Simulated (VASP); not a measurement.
YbPd, 2 atoms in the cell. The structure is tetragonal, space group P4mm (No. 99). The conventional cell has a = 3.447 Å, b = 3.447 Å, c = 3.447 Å, α = 90.00°, β = 90.00°, γ = 90.00°. Yb (site symmetry 4mm) has 8 Pd at 2.96 to 3.02 Å and 6 Yb at 3.45 Å within 3.9 Å. Pd (site symmetry 4mm) has 8 Yb at 2.96 to 3.02 Å and 6 Pd at 3.45 Å within 3.9 Å. 

```yaml
Program: VASP 6.6.1
Task: single point
Functional: LDA
Potentials_or_basis: VASP PAW PBE potentials, release 64 (Yb, Pd)
Cutoff: 520 eV
k_mesh: 5 × 5 × 5
Occupations: gaussian, width 0.1 eV
Spin: no spin polarisation
Dipole_correction: no
Further_INCAR_settings: ALGO = Normal; EDIFF = 1e-06; NBANDS = 24
```

Potentials or basis: VASP PAW PBE potentials, release 64 (Yb, Pd).

Run with:

```sh
$ cat potpaw_PBE.64/Yb/POTCAR potpaw_PBE.64/Pd/POTCAR > POTCAR
$ mpirun -np 1 vasp_std > vasp.out
```

Hardware: 1 thread of AMD EPYC 7R13 Processor (Zen 3) (shared host).

Task: Estimate the wall time of this run.

Result: It took 28 s on 1 thread of AMD EPYC 7R13 Processor (Zen 3), with other jobs on the host, peak memory 0.13 GiB. Counts: scf iterations 21, k points 18.
